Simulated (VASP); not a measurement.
# GeMo (rocksalt type) (Fm-3m) in VASP: a series of runs, part 2 of 2

VASP 6.6.1.

### 3 Single point, PBE

This run uses another cell than the first one, of 9.67 Å³/atom.

The input, INCAR:

```
PREC = Accurate
ENCUT = 500
EDIFF = 1E-6
ISMEAR = -1
SIGMA = 0.1
LREAL = False
LASPH = True
NELM = 120
ALGO = Normal
ISIF = 2
LWAVE = False
LCHARG = False
GGA = PE
NBANDS = 21
GGA_COMPAT = False
```

The input, KPOINTS:

```
regular mesh
0
Gamma
  15 15 15
```

The input, POSCAR:

```
GeMo
1.0
    0.0000000000      2.1302842990      2.1302842990
    2.1302842990      0.0000000000      2.1302842990
    2.1302842990      2.1302842990      0.0000000000
Mo Ge
1 1
Direct
    0.0000000000      0.0000000000      0.0000000000
    0.5000000000      0.5000000000      0.5000000000
```

Potentials or basis: VASP PAW PBE potentials, release 64 (Mo_sv, Ge_d).

Run with:

```console
$ cat potpaw_PBE.64/Mo_sv/POTCAR potpaw_PBE.64/Ge_d/POTCAR > POTCAR
$ mpirun -np 1 vasp_std > vasp.out
```

OUTCAR:

```text
PREC = Accurate
   ENCUT = 500
   EDIFF = 1E-6
   ISMEAR = -1
   LREAL = False
   LASPH = True
   NELM = 120
   ISIF = 2
   GGA = PE

 ion  position               nearest neighbor table
   1  0.000  0.000  0.000-   2 2.13   2 2.13   2 2.13   2 2.13   2 2.13   2 2.13
   2  0.500  0.500  0.500-   1 2.13   1 2.13   1 2.13   1 2.13   1 2.13   1 2.13

  LATTYP: Found a face centered cubic cell.
 ALAT       =     4.2605685980

  Lattice vectors:

 A1 = (   0.0000000000,   2.1302842990,   2.1302842990)
 A2 = (   2.1302842990,   0.0000000000,   2.1302842990)
 A3 = (   2.1302842990,   2.1302842990,   0.0000000000)

Analysis of symmetry for initial positions (statically):
=====================================================================
 Subroutine PRICEL returns:
 Original cell was already a primitive cell.

 Routine SETGRP: Setting up the symmetry group for a
 face centered cubic supercell.

 Subroutine GETGRP returns: Found 48 space group operations
 (whereof 48 operations were pure point group operations)
 out of a pool of 48 trial point group operations.

The static configuration has the point symmetry O_h .

Analysis of symmetry for dynamics (positions and initial velocities):
=====================================================================
 Subroutine PRICEL returns:
 Original cell was already a primitive cell.

 Routine SETGRP: Setting up the symmetry group for a
 face centered cubic supercell.

 Subroutine GETGRP returns: Found 48 space group operations
 (whereof 48 operations were pure point group operations)
 out of a pool of 48 trial point group operations.

The dynamic configuration has the point symmetry O_h .

 Subroutine INISYM returns: Found 48 space group operations
 (whereof 48 operations are pure point group operations),
[... 108 lines left out ...]
   NUPDOWN=      -1.0000    fix difference up-down
   EMIN   =  10.00;   EMAX   =-10.00  energy-range for DOS
   EFERMI =   0.00;   METHOD = LEGACY
   ISMEAR =    -1;   SIGMA  =   0.10  broadening in eV -4-tet -1-fermi 0-gaus
   EFERMI_NEDOS =   21; number of points for ismear=-14 and -15
   IALGO  =     38    algorithm
   IMIX   =      4    mixing-type and parameters
     AMIX     =   0.40;   BMIX     =  1.00
     AMIX_MAG =   1.60;   BMIX_MAG =  1.00
  volume/ion in A,a.u.               =       9.67        65.24
  Fermi-wavevector in a.u.,A,eV,Ry     =   1.852166  3.500087 46.675051  3.430519
  Thomas-Fermi vector in A             =   2.901976
   LORBIT       =      0    0 simple, 1 ext, 2 COOP (PROOUT), +10 PAW based schemes
   GGA     = PE    functional components
   LHFCALC =     F    Hartree Fock is set to
   AEXX    =    0.0000 exact exchange contribution
   IVDW    =     0    specifies the selected vdW correction
   LEPSILON=     F    determine dielectric tensor
   LRPA    =     F    only Hartree local field effects (RPA)
 non-spin polarized calculation
  energy-cutoff  :      500.00
  volume of cell :       19.33
 maximum number of plane-waves:       531
 NGX is ok and might be reduce to    24
   NGX = 11   NGY = 11   NGZ = 11

 number of electron      28.0000013 magnetization

 Free energy of the ion-electron system (eV)
  ---------------------------------------------------
  ext. energy  EPLUGINS =         0.00000000
  ---------------------------------------------------
  free energy    TOTEN  =        -6.08233310 eV

  energy without entropy =       -6.03775797  energy(sigma->0) =       -6.06004553

 E-fermi :  19.2162     XC(G=0): -15.6405

 val. band max:       19.2068374770   @ k =   0.4000   0.4000   0.0000
 cond. band min:      19.2166456137   @ k =   0.4000   0.1333   0.0667
 fundamental gap:      0.0098081367
 Fermi energy:        19.2161935051

 k-point     1 :       0.0000    0.0000    0.0000
  band No.  band energies     occupation
      1     -42.0657      2.00000
      2     -16.1495      2.00000
      3     -16.1495      2.00000
      4     -16.1495      2.00000
      5      -7.1600      2.00000
      6      -7.1600      2.00000
[... 565 lines left out ...]
     20      35.6489      0.00000
     21      36.4715      0.00000

 [... further k-points ...]

------------------------ aborting loop because EDIFF is reached ----------------------------------------

  FORCE on cell =-STRESS in cart. coord.  units (eV):
  Direction    XX          YY          ZZ          XY          YZ          ZX
  --------------------------------------------------------------------------------------
  -------------------------------------------------------------------------------------
  Total       36.8430241     36.8430241     36.8430241      0.0000000      0.0000000      0.0000000
  in kB     3052.9743655   3052.9743655   3052.9743655      0.0000000      0.0000000      0.0000000
  external PRESSURE =    3052.9743655 kB  Pullay stress =       0.0000000 kB

 VOLUME and BASIS-vectors are now :
 -----------------------------------------------------------------------------
  energy-cutoff  :      500.00
  volume of cell :       19.33
      direct lattice vectors                 reciprocal lattice vectors
     0.000000000  2.130284299  2.130284299    -0.234710456  0.234710456  0.234710456
     2.130284299  0.000000000  2.130284299     0.234710456 -0.234710456  0.234710456
     2.130284299  2.130284299  0.000000000     0.234710456  0.234710456 -0.234710456

 POSITION                                       TOTAL-FORCE (eV/Angst)
 -----------------------------------------------------------------------------------
      0.00000      0.00000      0.00000        -0.000000     -0.000000     -0.000000
      2.13028      2.13028      2.13028         0.000000      0.000000      0.000000
 -----------------------------------------------------------------------------------
    total drift:                                0.000000     -0.000000      0.000000

  FREE ENERGIE OF THE ION-ELECTRON SYSTEM (eV)
  ---------------------------------------------------
  free  energy   TOTEN  =        -6.0823330974 eV

  energy  without entropy=       -6.0377579670  energy(sigma->0) =       -6.06004553
```

stdout:

```text
POSCAR found type information on POSCAR MoGe
 POSCAR found :  2 types and       2 ions
 scaLAPACK will be used
 LDA part: xc-table for (Slater+PW92), standard interpolation
 POSCAR, INCAR and KPOINTS ok, starting setup
 FFT: planning ... GRIDC
 FFT: planning ... GRID_SOFT
 FFT: planning ... GRID
 WAVECAR not read
 entering main loop
```

Run time: 59 s. Hardware: 1 thread of Intel Xeon 8259CL, shared host; peak memory 0.17 GiB.

Results:

```yaml
Free_energy: -6.0823 eV
Pressure: 305.3 GPa
Band_gap_on_the_k_mesh: zero (bands 14 and 15 overlap by 3.70 eV)
```

Caveat: the cell stands under pressure.

### 4 Single point, PBE

This run uses another cell than the first one, of 17.00 Å³/atom.

The input, INCAR:

```
SYSTEM = GeMo
ALGO = Normal
EDIFF = 1E-6
ENCUT = 500
GGA = PE
GGA_COMPAT = .FALSE.
ISIF = 2
ISMEAR = -1
LASPH = .TRUE.
LCHARG = .FALSE.
LREAL = .FALSE.
LWAVE = .FALSE.
NBANDS = 21
NELM = 120
PREC = Accurate
SIGMA = 0.1
```

The input, KPOINTS:

```
k-points
0
G
  13 13 13
  0 0 0
```

The input, POSCAR:

```
GeMo
1.0
    0.0000000000      2.5712425630      2.5712425630
    2.5712425630      0.0000000000      2.5712425630
    2.5712425630      2.5712425630      0.0000000000
Mo Ge
1 1
Direct
    0.0000000000      0.0000000000      0.0000000000
    0.5000000000      0.5000000000      0.5000000000
```

Run with:

```console
$ cat potpaw_PBE.64/Mo_sv/POTCAR potpaw_PBE.64/Ge_d/POTCAR > POTCAR
$ mpirun -np 1 vasp_std > vasp.out
```

Run time: 1.7 min. Hardware: 1 thread of Intel Xeon 8259CL, shared host; peak memory 0.2 GiB.

The run converged. Its results:

```yaml
Free_energy: -14.5833 eV
Pressure: 0.2 GPa
Band_gap_on_the_k_mesh: zero (bands 14 and 15 overlap by 1.69 eV)
```

Levels at points of the mesh, in eV from the Fermi level:
```csv
k point,band 12,band 13,band 14,band 15,band 16,band 17
"(0.00, 0.00, 0.00)",-1.54,-1.54,-0.94,-0.94,2.67,2.67
```

### 5 Summary

```csv
cell,k mesh,gap on the mesh (eV),pressure (GPa)
"a = 3.015 Å, angles 60.0°, 2 atoms",15 × 15 × 15,none,302.6
"a = 3.013 Å, angles 60.0°, 2 atoms",15 × 15 × 15,none,305.3
"a = 3.636 Å, angles 60.0°, 2 atoms",13 × 13 × 13,none,0.2
```

Alike in all rows: task single point; level PBE; potentials or basis VASP PAW PBE potentials, release 64 (Mo_sv, Ge_d); no spin polarisation; cutoff (eV) 500; smearing fermi-dirac 0.1 eV.

Caveats: the cell stands under pressure (at least some runs).

Total energies depend on the potentials used, so only differences within one code and one set of settings carry meaning.
